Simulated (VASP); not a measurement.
# ZnSe (zincblende type) (F-43m) in VASP: further runs

The runs below take ZnSe (zincblende type) through single point, with r2SCAN.

All numbers are computed with VASP 6.6.1; they aren't measurements. Logs are shortened: lines on timing, memory, paths and dates and some standing lists are left out, and cuts for length are marked.

**1. The cell of the first run**

The structure is cubic, space group F-43m (No. 216). The conventional cell has a = 5.077 Å, b = 5.077 Å, c = 5.077 Å, α = 90.00°, β = 90.00°, γ = 90.00°. Within 2.9 Å of Zn (site symmetry -43m) lie 4 Se at 2.20 Å. Se (site symmetry -43m) has 4 Zn at 2.20 Å within 2.9 Å.

**2. Single point, r2SCAN (volume scaled by 0.72)**

Input file POSCAR:

```
ZnSe
1.0
    0.0000000000      2.5383746228      2.5383746228
    2.5383746228      0.0000000000      2.5383746228
    2.5383746228      2.5383746228      0.0000000000
Zn Se
1 1
Direct
    0.0000000000      0.0000000000      0.0000000000
    0.2500000000      0.2500000000      0.2500000000
```

Input file INCAR.step1:

```
SYSTEM = ZnSe
PREC = Accurate
ENCUT = 520
ISMEAR = -1
SIGMA = 0.05
LREAL = .False.
LASPH = .True.
NELM = 80
NBANDS = 16
GGA = PE
ALGO = Normal
EDIFF = 1E-4
LWAVE = .True.
LCHARG = .False.
```

Input file INCAR.step2:

```
SYSTEM = ZnSe
PREC = Accurate
ENCUT = 520
EDIFF = 1E-6
ISMEAR = -1
SIGMA = 0.05
LREAL = .False.
LASPH = .True.
NELM = 80
ALGO = Normal
ISIF = 2
LWAVE = .False.
LCHARG = .False.
METAGGA = R2SCAN
LMIXTAU = .True.
NBANDS = 16
ISTART = 1
```

Input file KPOINTS:

```
regular mesh
0
Gamma
  11 11 11
  0 0 0
```

Potentials or basis: VASP PAW PBE potentials, release 64 (Zn, Se).

Launch:

```bash
> cat potpaw_PBE.64/Zn/POTCAR potpaw_PBE.64/Se/POTCAR > POTCAR
> cp INCAR.step1 INCAR
> mpirun -np 1 vasp_std > vasp.out
> cp INCAR.step2 INCAR
> mpirun -np 1 vasp_std > vasp.out
```

OUTCAR:

```text
SYSTEM = ZnSe
   PREC = Accurate
   ENCUT = 520
   EDIFF = 1E-6
   ISMEAR = -1
   LREAL = .False.
   LASPH = .True.
   NELM = 80
   ISIF = 2
   METAGGA = R2SCAN
   ISTART = 1

 ion  position               nearest neighbor table
   1  0.000  0.000  0.000-   2 2.20   2 2.20   2 2.20   2 2.20
   2  0.250  0.250  0.250-   1 2.20   1 2.20   1 2.20   1 2.20

  LATTYP: Found a face centered cubic cell.
 ALAT       =     5.0767492456

  Lattice vectors:

 A1 = (   0.0000000000,   2.5383746228,   2.5383746228)
 A2 = (   2.5383746228,   0.0000000000,   2.5383746228)
 A3 = (   2.5383746228,   2.5383746228,   0.0000000000)

Analysis of symmetry for initial positions (statically):
=====================================================================
 Subroutine PRICEL returns:
 Original cell was already a primitive cell.

 Routine SETGRP: Setting up the symmetry group for a
 face centered cubic supercell.

 Subroutine GETGRP returns: Found 24 space group operations
 (whereof 24 operations were pure point group operations)
 out of a pool of 48 trial point group operations.

The static configuration has the point symmetry T_d .

Analysis of symmetry for dynamics (positions and initial velocities):
=====================================================================
 Subroutine PRICEL returns:
 Original cell was already a primitive cell.

 Routine SETGRP: Setting up the symmetry group for a
 face centered cubic supercell.

 Subroutine GETGRP returns: Found 24 space group operations
 (whereof 24 operations were pure point group operations)
 out of a pool of 48 trial point group operations.

The dynamic configuration has the point symmetry T_d .

 Subroutine INISYM returns: Found 24 space group operations
 (whereof 24 operations are pure point group operations),
 and found     1 'primitive' translations

----------------------------------------------------------------------------------------

                                     Primitive cell

  volume of cell :      32.7113

  direct lattice vectors                    reciprocal lattice vectors
     0.000000000  2.538374623  2.538374623    -0.196976441  0.196976441  0.196976441
     2.538374623  0.000000000  2.538374623     0.196976441 -0.196976441  0.196976441
     2.538374623  2.538374623  0.000000000     0.196976441  0.196976441 -0.196976441

  length of vectors
     3.589803818  3.589803818  3.589803818     0.341173204  0.341173204  0.341173204

  position of ions in fractional coordinates (direct lattice)
     0.000000000  0.000000000  0.000000000
     0.250000000  0.250000000  0.250000000

  ion indices of the primitive-cell ions
   primitive index   ion index
                 1           1
                 2           2

----------------------------------------------------------------------------------------

 KPOINTS: regular mesh

Automatic generation of k-mesh.
 Grid dimensions read from file:
 generate k-points for:   11   11   11

 Generating k-lattice:

  Cartesian coordinates                     Fractional coordinates (reciprocal lattice)
    -0.017906949  0.017906949  0.017906949     0.090909091  0.000000000  0.000000000
     0.017906949 -0.017906949  0.017906949     0.000000000  0.090909091  0.000000000
     0.017906949  0.017906949 -0.017906949     0.000000000  0.000000000  0.090909091

  Length of vectors
     0.031015746  0.031015746  0.031015746

  Shift w.r.t. Gamma in fractional coordinates (k-lattice)
     0.000000000  0.000000000  0.000000000

 Subroutine IBZKPT returns following result:
 ===========================================

 Found     56 irreducible k-points:

 Following reciprocal coordinates:
            Coordinates               Weight
  0.000000  0.000000  0.000000      1.000000
  0.090909  0.000000  0.000000      8.000000
  0.181818  0.000000  0.000000      8.000000
  0.272727  0.000000  0.000000      8.000000
  0.363636  0.000000  0.000000      8.000000
  0.454545  0.000000  0.000000      8.000000
[... 16 lines left out ...]
 -0.272727  0.181818  0.000000     24.000000
 -0.181818  0.181818  0.000000     12.000000
 [... further k-points ...]
   k-points           NKPTS =     56   k-points in BZ     NKDIM =     56   number of bands    NBANDS=     16
   number of dos      NEDOS =    301   number of ions     NIONS =      2
   total plane-waves  NPLWV =  21952
   dimension x,y,z NGX =    28 NGY =   28 NGZ =   28
   dimension x,y,z NGXF=    56 NGYF=   56 NGZF=   56
   ions per type =               1   1
   NGX,Y,Z   is equivalent  to a cutoff of  12.97, 12.97, 12.97 a.u.
   NGXF,Y,Z  is equivalent  to a cutoff of  25.93, 25.93, 25.93 a.u.
 SYSTEM =  ZnSe
   PREC   = accura    normal or accurate (medium, high low for compatibility)
   ISTART =      1    job   : 0-new  1-cont  2-samecut
   ICHARG =      0    charge: 1-file 2-atom 10-const
   ISPIN  =      1    spin polarized calculation?
   LNONCOLLINEAR =      F non collinear calculations
   LSORBIT =      F    spin-orbit coupling
   LASPH  =      T    aspherical Exc in radial PAW
   ENCUT  =  520.0 eV  38.22 Ry    6.18 a.u.   6.67  6.67  6.67*2*pi/ulx,y,z
   NELM   =     80;   NELMIN=  2; NELMDL=  0     # of ELM steps
   EDIFF  = 0.1E-05   stopping-criterion for ELM
   LREAL  =      F    real-space projection
   EDIFFG = 0.1E-04   stopping-criterion for IOM
   NSW    =      0    number of steps for IOM
   IBRION =     -1    ionic relax: 0-MD 1-quasi-New 2-CG
   NFREE  =      0    steps in history (QN), initial steepest desc. (CG)
   ISIF   =      2    stress and relaxation
   ISYM   =      2    0-nonsym 1-usesym 2-fastsym
   POTIM  = 0.5000    time-step for ionic-motion
   TEBEG  =    0.0;   TEEND  =   0.0 temperature during run
   PSTRESS=    0.0 pullay stress
   NELECT =      18.0000    total number of electrons
   NUPDOWN=      -1.0000    fix difference up-down
   EMIN   =  10.00;   EMAX   =-10.00  energy-range for DOS
   EFERMI =   0.00;   METHOD = LEGACY
   ISMEAR =    -1;   SIGMA  =   0.05  broadening in eV -4-tet -1-fermi 0-gaus
   EFERMI_NEDOS =   21; number of points for ismear=-14 and -15
   IALGO  =     38    algorithm
   IMIX   =      4    mixing-type and parameters
     AMIX     =   0.40;   BMIX     =  1.00
     AMIX_MAG =   1.60;   BMIX_MAG =  1.00
  volume/ion in A,a.u.               =      16.36       110.37
  Fermi-wavevector in a.u.,A,eV,Ry     =   1.341529  2.535122 24.486393  1.799699
  Thomas-Fermi vector in A             =   2.469755
   LORBIT       =      0    0 simple, 1 ext, 2 COOP (PROOUT), +10 PAW based schemes
   METAGGA = R2SCAN    functional components
   LHFCALC =     F    Hartree Fock is set to
   AEXX    =    0.0000 exact exchange contribution
   IVDW    =     0    specifies the selected vdW correction
   LEPSILON=     F    determine dielectric tensor
   LRPA    =     F    only Hartree local field effects (RPA)
 non-spin polarized calculation
  energy-cutoff  :      520.00
  volume of cell :       32.71
 maximum number of plane-waves:       903
   NGX = 13   NGY = 13   NGZ = 13

 number of electron      18.0000010 magnetization

 Free energy of the ion-electron system (eV)
  ---------------------------------------------------
  ext. energy  EPLUGINS =         0.00000000
  ---------------------------------------------------
  free energy    TOTEN  =       -23.57400552 eV

  energy without entropy =      -23.57400552  energy(sigma->0) =      -23.57400552

 E-fermi :   5.7945     XC(G=0): -11.6492

 val. band max:        4.8094909530   @ k =   0.0000   0.0000   0.0000
 cond. band min:       7.2337940870   @ k =   0.4545   0.4545   0.0000
 fundamental gap:      2.4243031340
 Fermi energy:         5.7944889847

 k-point     1 :       0.0000    0.0000    0.0000
  band No.  band energies     occupation
      1     -11.7631      2.00000
      2      -3.7537      2.00000
      3      -3.7537      2.00000
      4      -3.7537      2.00000
      5      -2.9517      2.00000
      6      -2.9517      2.00000
[... 8 lines left out ...]
     15      17.4419      0.00000
     16      17.4419      0.00000

 k-point     2 :       0.0909    0.0000    0.0000
  band No.  band energies     occupation
      1     -11.6662      2.00000
      2      -3.7660      2.00000
      3      -3.7360      2.00000
      4      -3.7360      2.00000
      5      -2.9544      2.00000
      6      -2.9544      2.00000
[... 8 lines left out ...]
     15      16.6641      0.00000
     16      17.3469      0.00000

 k-point     3 :       0.1818    0.0000    0.0000
  band No.  band energies     occupation
      1     -11.3903      2.00000
      2      -3.7883      2.00000
      3      -3.6909      2.00000
      4      -3.6908      2.00000
      5      -2.9577      2.00000
      6      -2.9577      2.00000
[... 8 lines left out ...]
     15      15.9898      0.00000
     16      17.2374      0.00000

 k-point     4 :       0.2727    0.0000    0.0000
  band No.  band energies     occupation
      1     -10.9861      2.00000
      2      -3.7771      2.00000
      3      -3.6384      2.00000
      4      -3.6384      2.00000
      5      -2.9514      2.00000
      6      -2.9514      2.00000
[... 8 lines left out ...]
     15      16.2999      0.00000
     16      16.7345      0.00000

 k-point     5 :       0.3636    0.0000    0.0000
  band No.  band energies     occupation
      1     -10.5569      2.00000
      2      -3.6599      2.00000
      3      -3.5994      2.00000
      4      -3.5994      2.00000
      5      -2.9318      2.00000
      6      -2.9318      2.00000
[... 8 lines left out ...]
     15      17.6108      0.00000
     16      17.6108      0.00000

 k-point     6 :       0.4545    0.0000    0.0000
  band No.  band energies     occupation
      1     -10.2653      2.00000
      2      -3.5814      2.00000
      3      -3.5813      2.00000
      4      -3.3624      2.00000
      5      -2.9128      2.00000
      6      -2.9127      2.00000
[... 8 lines left out ...]
     15      19.4142      0.00000
     16      19.4142      0.00000

 k-point     7 :       0.0909    0.0909    0.0000
  band No.  band energies     occupation
      1     -11.6338      2.00000
      2      -3.7831      2.00000
      3      -3.7232      2.00000
      4      -3.7232      2.00000
      5      -2.9682      2.00000
      6      -2.9429      2.00000
[... 8 lines left out ...]
     15      17.5804      0.00000
     16      17.7519      0.00000

 k-point     8 :       0.1818    0.0909    0.0000
  band No.  band energies     occupation
      1     -11.4171      2.00000
      2      -3.8108      2.00000
      3      -3.6836      2.00000
      4      -3.6796      2.00000
      5      -2.9826      2.00000
      6      -2.9359      2.00000
[... 8 lines left out ...]
     15      17.1867      0.00000
     16      18.3810      0.00000

 k-point     9 :       0.2727    0.0909    0.0000
  band No.  band energies     occupation
      1     -11.0538      2.00000
      2      -3.8146      2.00000
      3      -3.6328      2.00000
      4      -3.6241      2.00000
      5      -2.9845      2.00000
      6      -2.9271      2.00000
[... 8 lines left out ...]
     15      17.2237      0.00000
     16      17.7781      0.00000
[... 172 lines left out ...]
 k-point    19 :       0.3636    0.1818    0.0000
  band No.  band energies     occupation
      1     -10.5686      2.00000
      2      -3.8546      2.00000
      3      -3.5153      2.00000
      4      -3.5136      2.00000
      5      -2.9818      2.00000
      6      -2.8942      2.00000
[... 8 lines left out ...]
     15      18.9944      0.00000
     16      19.4933      0.00000

 k-point    20 :       0.4545    0.1818    0.0000
  band No.  band energies     occupation
      1     -10.2096      2.00000
      2      -3.7338      2.00000
      3      -3.4851      2.00000
      4      -3.4187      2.00000
      5      -2.8930      2.00000
      6      -2.8862      2.00000
[... 8 lines left out ...]
     15      20.2428      0.00000
     16      20.2795      0.00000

 k-point    21 :      -0.4545    0.1818    0.0000
  band No.  band energies     occupation
      1     -10.0342      2.00000
      2      -3.6380      2.00000
      3      -3.4822      2.00000
      4      -3.2162      2.00000
      5      -2.9145      2.00000
      6      -2.6488      2.00000
[... 8 lines left out ...]
     15      19.0394      0.00000
     16      19.9729      0.00000

 k-point    22 :      -0.3636    0.1818    0.0000
  band No.  band energies     occupation
      1     -10.1347      2.00000
      2      -3.6062      2.00000
      3      -3.5035      2.00000
      4      -3.3533      2.00000
      5      -2.9536      2.00000
      6      -2.8603      2.00000
[... 8 lines left out ...]
     15      18.1628      0.00000
     16      19.8184      0.00000

 k-point    23 :      -0.2727    0.1818    0.0000
  band No.  band energies     occupation
      1     -10.4555      2.00000
      2      -3.6444      2.00000
      3      -3.5969      2.00000
      4      -3.5485      2.00000
      5      -2.9865      2.00000
      6      -2.8849      2.00000
[... 8 lines left out ...]
     15      19.1182      0.00000
     16      20.9967      0.00000

 k-point    24 :      -0.1818    0.1818    0.0000
  band No.  band energies     occupation
      1     -10.8506      2.00000
      2      -3.7735      2.00000
      3      -3.6121      2.00000
      4      -3.6090      2.00000
      5      -2.9948      2.00000
      6      -2.9088      2.00000
[... 8 lines left out ...]
     15      18.5157      0.00000
     16      20.1510      0.00000

 [... further k-points ...]
[... 5 lines left out ...]
  --------------------------------------------------------------------------------------
  -------------------------------------------------------------------------------------
  Total        9.2594187      9.2594187      9.2594187      0.0000000      0.0000000      0.0000000
  in kB      453.5207471    453.5207471    453.5207471      0.0000000      0.0000000      0.0000000
  external PRESSURE =     453.5207471 kB  Pullay stress =       0.0000000 kB

 VOLUME and BASIS-vectors are now :
 -----------------------------------------------------------------------------
  energy-cutoff  :      520.00
  volume of cell :       32.71
      direct lattice vectors                 reciprocal lattice vectors
     0.000000000  2.538374623  2.538374623    -0.196976441  0.196976441  0.196976441
     2.538374623  0.000000000  2.538374623     0.196976441 -0.196976441  0.196976441
     2.538374623  2.538374623  0.000000000     0.196976441  0.196976441 -0.196976441

 POSITION                                       TOTAL-FORCE (eV/Angst)
 -----------------------------------------------------------------------------------
      0.00000      0.00000      0.00000        -0.000000     -0.000000     -0.000000
      1.26919      1.26919      1.26919         0.000000      0.000000      0.000000
 -----------------------------------------------------------------------------------
    total drift:                                0.000041      0.000041      0.000041

  FREE ENERGIE OF THE ION-ELECTRON SYSTEM (eV)
  ---------------------------------------------------
  free  energy   TOTEN  =       -23.5740055172 eV

  energy  without entropy=      -23.5740055172  energy(sigma->0) =      -23.57400552
```

Run time: 49 s. Hardware: 1 thread of Intel Xeon 6975P-C (Granite Rapids), shared host; peak memory 0.18 GiB.

Results:

| Quantity | Value |
| --- | --- |
| Free energy | -23.5740 eV |
| Pressure | 45.4 GPa |
| Band gap on the k mesh | 2.42 eV, indirect (least direct gap 3.45 eV) |

Caveat: the PAW data sets were made with another functional, which shifts forces and pressure a little. A k mesh can miss the band edges.

**3. Single point, r2SCAN (volume scaled by 0.8)**

Input file POSCAR:

```
ZnSe
1.0
    0.0000000000      2.6291067134      2.6291067134
    2.6291067134      0.0000000000      2.6291067134
    2.6291067134      2.6291067134      0.0000000000
Zn Se
1 1
Direct
    0.0000000000      0.0000000000      0.0000000000
    0.2500000000      0.2500000000      0.2500000000
```

Input file INCAR.step1:

```
SYSTEM = ZnSe
ALGO = Normal
EDIFF = 1E-4
ENCUT = 520
GGA = PE
ISMEAR = -1
LASPH = .True.
LCHARG = .False.
LREAL = .False.
LWAVE = .True.
NBANDS = 16
NELM = 100
PREC = Accurate
SIGMA = 0.05
```

Input file INCAR.step2:

```
SYSTEM = ZnSe
ALGO = Normal
EDIFF = 1E-6
ENCUT = 520
ISIF = 2
ISMEAR = -1
ISTART = 1
LASPH = .True.
LCHARG = .False.
LMIXTAU = .True.
LREAL = .False.
LWAVE = .False.
METAGGA = R2SCAN
NBANDS = 16
NELM = 100
PREC = Accurate
SIGMA = 0.05
```

Input file KPOINTS:

```
k-points
0
Gamma
  11 11 11
  0 0 0
```

Potentials or basis: VASP PAW PBE potentials, release 64 (Zn, Se).

Launch:

```bash
> cat potpaw_PBE.64/Zn/POTCAR potpaw_PBE.64/Se/POTCAR > POTCAR
> cp INCAR.step1 INCAR
> mpirun -np 1 vasp_std > vasp.out
> cp INCAR.step2 INCAR
> mpirun -np 1 vasp_std > vasp.out
```

Wall time 50 s (1 thread of Intel Xeon 6975P-C (Granite Rapids), shared host); peak memory 0.18 GiB.

Results (log left out):

```
Free energy            : -24.3442 eV
Pressure               : 24.3 GPa
Band gap on the k mesh : 2.78 eV, indirect (least direct gap 2.92 eV)
```

Levels at points of the mesh, in eV from the valence-band top:
| k point | band 6 | band 7 | band 8 | band 9 | band 10 | band 11 | band 12 | band 13 |
| --- | --- | --- | --- | --- | --- | --- | --- | --- |
| (0.00, 0.00, 0.00) | -7.15 | 0.00 | 0.00 | 0.00 | 2.92 | 6.12 | 6.12 | 6.12 |

Caveat: the PAW data sets were made with another functional, which shifts forces and pressure a little. A k mesh can miss the band edges.
